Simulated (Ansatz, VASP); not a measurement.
## Rh: VASP beside Ansatz

The input INCAR:

```
ALGO = Normal
EDIFF = 1E-6
ENCUT = 520
ISIF = 2
ISMEAR = -1
LASPH = T
LCHARG = T
LELF = T
LREAL = F
LVHAR = T
LWAVE = F
NBANDS = 14
NELM = 60
PREC = Accurate
SIGMA = 0.05
```

File KPOINTS:

```
k-points
0
Gamma
  18 18 18
```

POSCAR

```
Rh
1.0
    0.0761194435      1.9410458082      1.9410458082
    1.9410458082      0.0761194435      1.9410458082
    1.9410458082      1.9410458082      0.0761194435
Rh
1
Direct
    0.0000000000      0.0000000000      0.0000000000
```

Input for Ansatz:

```yaml
crystal:
  lattice:
    - [0.0761194435, 1.9410458082, 1.9410458082]
    - [1.9410458082, 0.0761194435, 1.9410458082]
    - [1.9410458082, 1.9410458082, 0.0761194435]
  atoms:
    - { symbol: Rh, position: [0.0, 0.0, 0.0] }
kpoints:
  mp_grid: { grid: [18, 18, 18] }
scf:
  occupations: { method: fermi_dirac, width: 0.05 }
hamiltonian:
  xc: lda
  pseudopotentials: { kind: all_electron, lapw: { basis_error: 0.0005 } }
output:
  forces: true
  stress: true
  eigenvalues: true
```

Change from the starting cell: equal xy, yz and zx shear strains of +4 %.

Alike in both runs: task single point; functional LDA; k mesh 18 × 18 × 18; occupations fermi-dirac, width 0.05 eV; no spin polarisation.

|  | VASP | Ansatz |
| --- | --- | --- |
| version | VASP 6.6.1 | Ansatz 0.2.0 |
| potentials or method | VASP PAW LDA potentials, release 64 (Rh_pv), cutoff 520 eV | all-electron LAPW, scalar-relativistic |

```csv
,VASP,Ansatz,Ansatz less VASP
pressure (GPa),-9.4,-10.2,-0.74
"traceless stress, the component that is largest in VASP (GPa)",-7.41,-7.37,+0.034
```

LDA's correlation is that of Perdew and Zunger in VASP and of Perdew and Wang (1992) in Ansatz. Ansatz ran all-electron here, and VASP with PAW potentials.
